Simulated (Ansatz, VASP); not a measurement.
Se in VASP and in Ansatz

Contents of INCAR:

```
SYSTEM = Se
ALGO = Normal
EDIFF = 1E-6
ENCUT = 520
GGA = CA
ISIF = 2
ISMEAR = -1
LASPH = .TRUE.
LCHARG = .TRUE.
LELF = .TRUE.
LREAL = .FALSE.
LVHAR = .TRUE.
LWAVE = .FALSE.
NBANDS = 13
NELM = 100
PREC = Accurate
SIGMA = 0.08
```

KPOINTS

```
k-points
0
G
  11 11 11
  0 0 0
```

POSCAR

```
Se
1.0
    0.0000000000      2.8147616710      2.8147616710
    2.8147616710      0.0000000000      2.8147616710
    2.8147616710      2.8147616710      0.0000000000
Se
2
Direct
   -0.1250000000     -0.1250000000     -0.1250000000
    0.1250000000      0.1250000000      0.1250000000
```

Input for Ansatz:

```yaml
crystal:
  lattice:
    - [0.0, 2.814761671, 2.814761671]
    - [2.814761671, 0.0, 2.814761671]
    - [2.814761671, 2.814761671, 0.0]
  atoms:
    - { symbol: Se, position: [-0.125, -0.125, -0.125] }
    - { symbol: Se, position: [0.125, 0.125, 0.125] }
kpoints:
  mp_grid: { grid: [11, 11, 11] }
scf:
  occupations: { method: fermi_dirac, width: 0.08 }
hamiltonian:
  xc: lda
  pseudopotentials: { kind: all_electron, lapw: { basis_error: 0.001 } }
output:
  forces: true
  stress: true
  eigenvalues: true
  populations: true
```

Change from the starting cell: volume scaled by 0.76, LAPW.

Alike in both runs: task single point; functional LDA; k mesh 11 × 11 × 11; occupations fermi-dirac, width 0.08 eV; no spin polarisation.

```csv
,VASP,Ansatz
version,VASP 6.6.1,Ansatz 0.2.0
potentials or method,"VASP PAW LDA potentials, release 64 (Se), cutoff 520 eV","all-electron LAPW, scalar-relativistic"
```

```tsv
	VASP	Ansatz	Ansatz less VASP
pressure (GPa)	22.7	22.3	-0.38
```

LDA's correlation is that of Perdew and Zunger in VASP and of Perdew and Wang (1992) in Ansatz. Ansatz ran all-electron here, and VASP with PAW potentials.
